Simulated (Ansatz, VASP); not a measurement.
Given: the input of a run of Ansatz 0.2.0 on Ta.

File input.yaml:

```yaml
crystal:
  lattice:
    - [-1.68468, 1.66667, 1.582497]
    - [1.738826, -1.657391, 1.63101]
    - [1.658194, 1.631506, -1.573053]
  atoms:
    - { symbol: Ta, position: [0.001403, -0.023495, -0.003958] }
kpoints:
  mp_grid: { grid: [11, 11, 11] }
scf:
  occupations: { method: fermi_dirac, width: 0.05 }
hamiltonian:
  xc: pbe
  pseudopotentials: { kind: all_electron, lapw: { basis_error: 0.001 } }
output:
  forces: true
  stress: true
  eigenvalues: true
  populations: true
```

Potentials or basis: all-electron LAPW, scalar-relativistic.

Command:

```sh
$ ansatz run input.yaml --threads 1 --pin off --max-ram 3072MiB --backend cpu --events-out ev --progress --plain --runs-dir out
```

Question: Set up the same calculation for VASP 6.6.1. Potentials there: VASP PAW PBE potentials, release 64 (Ta_pv).

Answer: As run (the cutoff follows the program's own potentials):

File INCAR:

```
SYSTEM = Ta
PREC     = Accurate       ! precision mode
ENCUT    = 500            ! plane-wave cutoff, eV
EDIFF    = 1E-6           ! SCF threshold, eV
ISMEAR   = -1             ! smearing method
SIGMA    = 0.05           ! smearing width, eV
LREAL    = .False.        ! projectors in reciprocal space
LASPH    = .True.         ! aspherical terms in the spheres
NELM     = 120            ! most SCF steps
ALGO     = Normal         ! electronic algorithm
ISIF     = 2              ! what is computed and relaxed
LWAVE    = .False.        ! write WAVECAR
LCHARG   = .False.        ! write CHGCAR
GGA      = PE             ! functional
NBANDS   = 12             ! bands
GGA_COMPAT= .False.
```

KPOINTS

```
Automatic mesh
0
Gamma
  11 11 11
  0 0 0
```

Contents of POSCAR:

```
Ta
1.0
   -1.6846800000      1.6666700000      1.5824970000
    1.7388260000     -1.6573910000      1.6310100000
    1.6581940000      1.6315060000     -1.5730530000
Ta
1
Direct
    0.0014030000     -0.0234950000     -0.0039580000
```

Potentials or basis: VASP PAW PBE potentials, release 64 (Ta_pv).

Command:

```bash
$ cat potpaw_PBE.64/Ta_pv/POTCAR > POTCAR
$ mpirun -np 1 vasp_std > vasp.out
```

Both were run:

|  | VASP | Ansatz | Ansatz less VASP |
| --- | --- | --- | --- |
| gap on the k mesh at the Fermi level (eV) | none | none | - |
| pressure (GPa) | 3.4 | 3.3 | -0.16 |
| traceless stress, the component that is largest in VASP (GPa) | -2.86 | -2.87 | -0.005 |

A gap of «none» marks a metal or a gap that the smearing closes. Ansatz ran all-electron here, and VASP with PAW potentials.

Spin-orbit coupling is off throughout.
